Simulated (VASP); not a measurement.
A run of VASP 6.6.1 is set up as follows.

The input INCAR:

```
ALGO = Normal ; EDIFF = 1E-6
ENCUT = 520 ; GGA = PS
ISIF = 2 ; ISMEAR = -1
LASPH = T ; LCHARG = F
LREAL = F ; LWAVE = F
NBANDS = 12 ; NELM = 100
PREC = Accurate ; SIGMA = 0.05
```

The input KPOINTS:

```
k-points
0
Gamma
  12 12 12
```

The input POSCAR:

```
Zn
1.0
    0.0000000000      1.8610394133      1.8610394133
    1.8610394133      0.0000000000      1.8610394133
    1.8610394133      1.8610394133      0.0000000000
Zn
1
Direct
    0.0000000000      0.0000000000      0.0000000000
```

Potentials or basis: VASP PAW PBE potentials, release 64 (Zn).

Command:

```sh
$ cat potpaw_PBE.64/Zn/POTCAR > POTCAR
$ mpirun -np 1 vasp_std > vasp.out
```

Predict the band gap on the k mesh.

zero (band 6 reaches 6.52 eV, above the bottom of band 7 at 3.08 eV).

Predict the pressure.

10.6 GPa.

Caveat: the PAW data sets were made with another functional, which shifts forces and pressure a little.
